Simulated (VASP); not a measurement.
A run of VASP 6.6.1:

INCAR

```
  ALGO = Normal
  EDIFF = 1E-7
  ENCUT = 520
  GGA = PE
  ISIF = 2
  ISMEAR = 0
  ISPIN = 2
  LASPH = True
  LCHARG = False
  LDAU = True
  LDAUJ = 0 0
  LDAUL = 2 -1
  LDAUPRINT = 1
  LDAUTYPE = 2
  LDAUU = 6.2 0
  LMAXMIX = 4
  LORBIT = 11
  LREAL = False
  LWAVE = False
  MAGMOM = 2 -2 0 0
  NBANDS = 28
  NELM = 150
  PREC = Accurate
  SIGMA = 0.05
```

Contents of KPOINTS:

```
k-points
0
Gamma
  10 10 10
```

File POSCAR:

```
NiO
1.0
   -2.1337896542     -2.1337896542      4.2675793084
   -4.2675793084     -2.1337896542      2.1337896542
   -2.1337896542     -4.2675793084      2.1337896542
Ni O
2 2
Direct
    0.0000000000      0.0000000000      0.0000000000
    0.5000000000      0.5000000000      0.5000000000
    1.2500000000     -0.7500000000     -0.7500000000
    1.7500000000     -0.2500000000     -0.2500000000
```

Potentials or basis: VASP PAW PBE potentials, release 64 (Ni, O).

Launch:

```console
$ cat potpaw_PBE.64/Ni/POTCAR potpaw_PBE.64/O/POTCAR > POTCAR
$ mpirun -np 1 vasp_std > vasp.out
```

Hardware: 1 thread of Oxide Virtual Turin-like Processor, with other jobs on the host.

Task: Estimate the wall time of this run.

Result: It took 15 min on 1 thread of Oxide Virtual Turin-like Processor, on a shared host, peak memory 0.36 GiB. Counts: scf iterations 20, k points 116.
